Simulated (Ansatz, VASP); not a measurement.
# One calculation of Ba3Re, two programs

```
CELL_PARAMETERS angstrom
4.99271 0.00000 0.00000
0.00000 4.99271 0.00000
0.00000 0.00000 4.99271
ATOMIC_POSITIONS crystal
Ba 0.00000 0.50000 0.50000
Ba 0.50000 0.00000 0.50000
Ba 0.50000 0.50000 0.00000
Re 0.00000 0.00000 0.00000
```

Alike in both runs: task single point; functional PBE; k mesh 4 × 4 × 4; occupations gaussian, width 0.1 eV; no spin polarisation.

```csv
,VASP,Ansatz
version,VASP 6.6.1,Ansatz 0.2.0
potentials or method,"VASP PAW PBE potentials, release 64 (Ba_sv, Re), cutoff 520 eV","scalar-relativistic, plane waves, PAW"
valence electrons in the cell,37,45
```

Ansatz gave:

- gap on the k mesh at the Fermi level (eV): none
- pressure (GPa): 3.0

Which values does VASP return?

gap on the k mesh at the Fermi level (eV): none; pressure (GPa): 4.7.

A gap of «none» marks a metal or a gap that the smearing closes. With one functional, cell and mesh, what is left measures potentials, basis and numerics. VASP's potentials hold 37 valence electrons a cell and Ansatz's 45, so a difference there can come from the potentials and not from the codes.

Neither program's run includes spin-orbit coupling.
